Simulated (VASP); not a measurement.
Runs of VASP 6.6.1 on NaH. The structure is that of space group Fm-3m (No. 225), or close to it. The cells are those of the table. 

```csv
task,cell,gap on the mesh (eV),pressure (GPa)
single point,"a = 3.417 Å, angles 60.0°, 2 atoms",3.81,-0.1
single point,"a = 3.215 Å, angles 60.0°, 2 atoms",4.14,5.9
single point,"a = 3.333 Å, angles 60.0°, 2 atoms",3.94,(a)
single point,"a = 3.268 Å, angles 60.0°, 2 atoms",4.04,3.9
relaxation of cell and atoms,"relaxed to 2 GPa from a = 3.451 Å, angles 60.0°, 2 atoms",3.94,2.0
relaxation of cell and atoms,"relaxed from a = 3.451 Å, angles 60.0°, 2 atoms",3.80,-0.1
single point,"a = 3.169 Å, angles 60.0°, 2 atoms",4.22,(c)
relaxation of cell and atoms,"relaxed to 8 GPa from a = 3.451 Å, angles 60.0°, 2 atoms",4.21,7.9
relaxation of cell and atoms,"relaxed to 6 GPa from a = 3.451 Å, angles 60.0°, 2 atoms",4.14,6.1
relaxation of cell and atoms,"relaxed to 4 GPa from a = 3.451 Å, angles 60.0°, 2 atoms",(b),4.1
```

Alike in all rows: level PBE; potentials or basis VASP PAW PBE potentials, release 64 (Na_pv, H); no spin polarisation; k mesh 6 × 6 × 6; cutoff (eV) 500; smearing gaussian 0.01 eV.

Fill in the values left out.

(a) 1.9; (b) 4.05; (c) 8.0.

Caveats: the cell is relaxed towards a set pressure, so the run minimises the enthalpy, not the energy (at least some runs); the cell stands under pressure (at least some runs).

A k mesh can miss the band edges.
